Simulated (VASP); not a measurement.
A run of VASP 6.6.1:

The input INCAR:

```
SYSTEM = Mg32O30F
PREC = Accurate ; ENCUT = 520
EDIFF = 1E-6 ; ISMEAR = 0
SIGMA = 0.02 ; LREAL = Auto
LASPH = .TRUE. ; NELM = 100
ALGO = Normal ; ISIF = 2
LWAVE = .FALSE. ; LCHARG = .TRUE.
GGA = PE ; LELF = .TRUE.
LVHAR = .TRUE. ; NBANDS = 162
NELECT = 250.0
```

File KPOINTS:

```
regular mesh
0
G
  1 1 1
  0 0 0
```

POSCAR

```
Mg32O30F
1.0
    8.6060000000      0.0000000000      0.0000000000
    0.0000000000      8.6060000000      0.0000000000
    0.0000000000      0.0000000000      8.6060000000
Mg O F
32 30 1
Direct
    0.5024445736     -0.0000261446     -0.0039385313
    0.7490929584      0.2511611666      0.0008896119
    0.7539270277     -0.0000256798      0.2475281199
   -0.0040056937     -0.0000345108     -0.0023375552
    0.2493267488      0.2531007437     -0.0000785498
    0.4999732745      0.5000300953     -0.0002376249
    0.7490762259      0.7488019986      0.0009063444
    0.2401277016      0.0000993493      0.2312437834
    0.4998250058      0.2552342552      0.2501450151
    0.7502194980      0.5000292819      0.2500082501
    0.5187643505      0.0001008599      0.5098344178
    0.7500613525      0.2531017894      0.5006569835
    0.7523042064     -0.0000347432      0.7539765280
   -0.0018641645      0.5000142924     -0.0002943295
    0.2493539391      0.7469386475      0.0000242854
   -0.0011583779      0.2520201023      0.2498394144
    0.2479156403      0.4999557286      0.2472846851
    0.4997628399      0.7447587729      0.2502083430
   -0.0149769928     -0.0000307925      0.5003008366
    0.2528162910      0.2614244713      0.4971509412
    0.5026852196      0.4999561934      0.5020649547
    0.7499592145      0.7469367883      0.5006295608
    0.2496738322     -0.0000312573      0.7649852429
    0.5001397862      0.2520224262      0.7511358355
    0.7502788752      0.5000138276      0.7518541715
   -0.0010794794      0.7480152219      0.2498582384
   -0.0007161283      0.5000382291      0.5004195910
    0.2528616082      0.7385319545      0.4971035324
    0.0003811294      0.2503425517      0.7495985359
    0.2495637927      0.5000393911      0.7506956774
    0.5001201487      0.7480126656      0.7510543807
    0.0003853126      0.7496271206      0.7495941204
    0.7499330700      0.2498795027      0.2514022775
   -0.0005928422      0.4999927957      0.2511350221
    0.0047856147      0.2450957472      0.4995278875
    0.2488628864      0.2499029747      0.2494005345
    0.4988973972      0.4999532884      0.2510706484
    0.7499091332      0.7500869161      0.2514001859
    0.0001952126     -0.0000447362      0.2523054845
    0.5005748315      0.2499014641      0.5011331629
    0.7517013711      0.4999966303      0.5010126656
    0.0048239600      0.7548620730      0.4995296305
    0.7503355798      0.2492193818      0.7501259586
    0.0009639786      0.4999919823      0.7490261446
   -0.0001387404      0.2492107832     -0.0003547525
    0.2489144783      0.7500425285      0.2494435278
    0.2501712759      0.4999514292      0.4998013014
    0.5005334650      0.7500411341      0.5010829654
    0.7514333023     -0.0000621659      0.5022957239
    0.2504565419      0.2450884267      0.7451896351
    0.4988347664      0.4999922147      0.7505869161
    0.7503308157      0.7507412271      0.7501225889
    0.0043677667     -0.0000219614      0.7456258424
    0.4985735533      0.2498659075      0.0000436904
    0.7492112480      0.4999918661      0.0007722519
   -0.0001363003      0.7507498257     -0.0003496398
    0.2504564257      0.7548691611      0.7451505926
    0.4976629096     -0.0000452010      0.7497536602
    0.2489668836      0.4999976760     -0.0017145015
    0.4985782013      0.7501003951      0.0000660005
    0.7507849175     -0.0000191727     -0.0008125726
    0.2477059029     -0.0000629793     -0.0014414362
    0.2883007204      0.0000041831      0.4617310016
```

Potentials or basis: VASP PAW PBE potentials, release 64 (Mg, O, F).

Run with:

```bash
$ cat potpaw_PBE.64/Mg/POTCAR potpaw_PBE.64/O/POTCAR potpaw_PBE.64/F/POTCAR > POTCAR
$ mpirun -np 1 vasp_gam > vasp.out
```

Hardware: 1 thread of Intel Xeon 8259CL, with other jobs on the host.

**Question.** Estimate the wall time of this run.

**Answer.** Wall time 4.8 min on 1 thread of Intel Xeon 8259CL (shared host), peak memory 0.57 GiB. Counts: scf iterations 17, k points 1.
